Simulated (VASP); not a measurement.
# H2Os (P4/mmm) in VASP: single point with PBE

Aim: the single point of H2Os with PBE.

Everything below comes from runs of VASP 6.6.1. Logs are shortened: lines on timing, memory, paths and dates and some standing lists are left out, and cuts for length are marked.

## 1. The cell of the first run

It takes space group P4/mmm (No. 123, tetragonal). Conventional cell: a = 2.570 Å, b = 2.570 Å, c = 4.594 Å, α = 90.00°, β = 90.00°, γ = 90.00°. H (site symmetry 4mm) has 5 H at 1.87 to 2.57 Å and 4 Os at 2.04 Å within 2.6 Å. Within 2.7 Å of Os (site symmetry 4/mmm) lie 8 H at 2.04 Å and 4 Os at 2.57 Å.

The cell was generated, and may not be a known phase.

## 2. Single point, PBE

File INCAR:

```
  PREC = Accurate
  ENCUT = 560
  EDIFF = 1E-6
  ISMEAR = 0
  SIGMA = 0.1
  LREAL = False
  LASPH = True
  NELM = 120
  ALGO = Normal
  ISIF = 2
  LWAVE = False
  LCHARG = True
  GGA = PE
  LELF = True
  LVHAR = True
  NBANDS = 16
  GGA_COMPAT = False
```

File KPOINTS:

```
regular mesh
0
Gamma
  8 8 4
```

File POSCAR:

```
H2Os
1.0
    2.5699193385      0.0000000000      0.0000000000
    0.0000000000      2.5699193385      0.0000000000
    0.0000000000      0.0000000000      4.5936249678
H Os
2 1
Direct
    0.5000000000      0.5000000000      0.2037238514
    0.5000000000      0.5000000000      0.7962761486
    0.0000000000      0.0000000000      0.0000000000
```

Potentials or basis: VASP PAW PBE potentials, release 64 (H, Os_sv_GW).

Launch:

```bash
$ cat potpaw_PBE.64/H/POTCAR potpaw_PBE.64/Os_sv_GW/POTCAR > POTCAR
$ mpirun -np 1 vasp_std > vasp.out
```

OUTCAR:

```text
PREC = Accurate
   ENCUT = 560
   EDIFF = 1E-6
   ISMEAR = 0
   LREAL = False
   LASPH = True
   NELM = 120
   ISIF = 2
   GGA = PE

 ion  position               nearest neighbor table
   1  0.500  0.500  0.204-   3 2.04   3 2.04   3 2.04   3 2.04
   2  0.500  0.500  0.796-   3 2.04   3 2.04   3 2.04   3 2.04
   3  0.000  0.000  0.000-   1 2.04   2 2.04   1 2.04   2 2.04   1 2.04   2 2.04   1 2.04   2 2.04

  LATTYP: Found a simple tetragonal cell.
 ALAT       =     2.5699193385
 C/A-ratio  =     1.7874588120

  Lattice vectors:

 A1 = (   2.5699193385,   0.0000000000,   0.0000000000)
 A2 = (   0.0000000000,   2.5699193385,   0.0000000000)
 A3 = (   0.0000000000,   0.0000000000,   4.5936249678)

Analysis of symmetry for initial positions (statically):
=====================================================================
 Subroutine PRICEL returns:
 Original cell was already a primitive cell.

 Routine SETGRP: Setting up the symmetry group for a
 simple tetragonal supercell.

 Subroutine GETGRP returns: Found 16 space group operations
 (whereof 16 operations were pure point group operations)
 out of a pool of 16 trial point group operations.

The static configuration has the point symmetry D_4h.

Analysis of symmetry for dynamics (positions and initial velocities):
=====================================================================
 Subroutine PRICEL returns:
 Original cell was already a primitive cell.

 Routine SETGRP: Setting up the symmetry group for a
 simple tetragonal supercell.

 Subroutine GETGRP returns: Found 16 space group operations
 (whereof 16 operations were pure point group operations)
 out of a pool of 16 trial point group operations.

The dynamic configuration has the point symmetry D_4h.

 Subroutine INISYM returns: Found 16 space group operations
 (whereof 16 operations are pure point group operations),
 and found     1 'primitive' translations

----------------------------------------------------------------------------------------

                                     Primitive cell

  volume of cell :      30.3385

  direct lattice vectors                    reciprocal lattice vectors
     2.569919339  0.000000000  0.000000000     0.389117271  0.000000000  0.000000000
     0.000000000  2.569919339  0.000000000     0.000000000  0.389117271  0.000000000
     0.000000000  0.000000000  4.593624968     0.000000000  0.000000000  0.217693000

  length of vectors
     2.569919339  2.569919339  4.593624968     0.389117271  0.389117271  0.217693000

[... 85 lines left out ...]
   NSW    =      0    number of steps for IOM
   IBRION =     -1    ionic relax: 0-MD 1-quasi-New 2-CG
   NFREE  =      0    steps in history (QN), initial steepest desc. (CG)
   ISIF   =      2    stress and relaxation
   ISYM   =      2    0-nonsym 1-usesym 2-fastsym
   POTIM  = 0.5000    time-step for ionic-motion
   TEBEG  =    0.0;   TEEND  =   0.0 temperature during run
   PSTRESS=    0.0 pullay stress
   NELECT =      18.0000    total number of electrons
   NUPDOWN=      -1.0000    fix difference up-down
   EMIN   =  10.00;   EMAX   =-10.00  energy-range for DOS
   EFERMI =   0.00;   METHOD = LEGACY
   ISMEAR =     0;   SIGMA  =   0.10  broadening in eV -4-tet -1-fermi 0-gaus
   EFERMI_NEDOS =   21; number of points for ismear=-14 and -15
   IALGO  =     38    algorithm
   IMIX   =      4    mixing-type and parameters
     AMIX     =   0.40;   BMIX     =  1.00
     AMIX_MAG =   1.60;   BMIX_MAG =  1.00
  volume/ion in A,a.u.               =      10.11        68.24
  Fermi-wavevector in a.u.,A,eV,Ry     =   1.375627  2.599559 25.746996  1.892351
  Thomas-Fermi vector in A             =   2.500946
   LORBIT       =      0    0 simple, 1 ext, 2 COOP (PROOUT), +10 PAW based schemes
   GGA     = PE    functional components
   LHFCALC =     F    Hartree Fock is set to
   AEXX    =    0.0000 exact exchange contribution
   IVDW    =     0    specifies the selected vdW correction
   LEPSILON=     F    determine dielectric tensor
   LRPA    =     F    only Hartree local field effects (RPA)
 non-spin polarized calculation
 Gauss-broadening in eV      SIGMA  =   0.10
  energy-cutoff  :      560.00
  volume of cell :       30.34
 maximum number of plane-waves:       934
 NGX is ok and might be reduce to    20
   NGX =  9   NGY =  9   NGZ = 17

 number of electron      18.0000001 magnetization

 Free energy of the ion-electron system (eV)
  ---------------------------------------------------
  ext. energy  EPLUGINS =         0.00000000
  ---------------------------------------------------
  free energy    TOTEN  =       -16.20636899 eV

  energy without entropy =      -16.19868694  energy(sigma->0) =      -16.20252797

 E-fermi :   5.1449     XC(G=0): -10.5262

 val. band max:        5.1195121695   @ k =   0.5000   0.1250   0.5000
 cond. band min:       5.1599899340   @ k =   0.3750   0.3750   0.5000
 fundamental gap:      0.0404777645
 Fermi energy:         5.1448962360

 k-point     1 :       0.0000    0.0000    0.0000
  band No.  band energies     occupation
      1     -81.0505      2.00000
      2     -40.2628      2.00000
      3     -40.1262      2.00000
      4     -40.1262      2.00000
      5      -6.2856      2.00000
      6      -0.6040      2.00000
[... 433 lines left out ...]
      3     -40.1815      2.00000
      4     -40.1382      2.00000
      5      -1.6463      2.00000
      6      -1.3256      2.00000
[... 8 lines left out ...]
     15      19.1430      0.00000
     16      20.4944      0.00000

 [... further k-points ...]

------------------------ aborting loop because EDIFF is reached ----------------------------------------

  FORCE on cell =-STRESS in cart. coord.  units (eV):
  Direction    XX          YY          ZZ          XY          YZ          ZX
  --------------------------------------------------------------------------------------
  -------------------------------------------------------------------------------------
  Total       -0.1066350     -0.1066350     -0.1083595      0.0000000      0.0000000      0.0000000
  in kB       -5.6313919     -5.6313919     -5.7224643      0.0000000      0.0000000      0.0000000
  external PRESSURE =      -5.6617493 kB  Pullay stress =       0.0000000 kB

 VOLUME and BASIS-vectors are now :
 -----------------------------------------------------------------------------
  energy-cutoff  :      560.00
  volume of cell :       30.34
      direct lattice vectors                 reciprocal lattice vectors
     2.569919339  0.000000000  0.000000000     0.389117271  0.000000000  0.000000000
     0.000000000  2.569919339  0.000000000     0.000000000  0.389117271  0.000000000
     0.000000000  0.000000000  4.593624968     0.000000000  0.000000000  0.217693000

 POSITION                                       TOTAL-FORCE (eV/Angst)
 -----------------------------------------------------------------------------------
      1.28496      1.28496      0.93583         0.000000     -0.000000      0.003617
      1.28496      1.28496      3.65779        -0.000000     -0.000000     -0.003617
      0.00000      0.00000      0.00000         0.000000      0.000000      0.000000
 -----------------------------------------------------------------------------------
    total drift:                               -0.000000      0.000000     -0.000000

  FREE ENERGIE OF THE ION-ELECTRON SYSTEM (eV)
  ---------------------------------------------------
  free  energy   TOTEN  =       -16.2063689938 eV

  energy  without entropy=      -16.1986869409  energy(sigma->0) =      -16.20252797
```

Run time: 15 s. Hardware: 1 thread of Intel Xeon Platinum 8488C (Sapphire Rapids), shared host; peak memory 0.16 GiB.

Results:

- Free energy: -16.2064 eV
- Pressure: -0.6 GPa
- Largest force: 0.004 eV/Å
- Band gap on the k mesh: zero (bands 9 and 10 overlap by 2.36 eV)

Forces on the atoms (eV/Å):
```
H    0.000  0.000  0.004
H    0.000  0.000 -0.004
Os   0.000  0.000  0.000
```

Caveat: spin-orbit coupling is left out, which moves the levels of the heavy elements.

The gap in the log of VASP goes by the Fermi energy; the results here count the filled bands.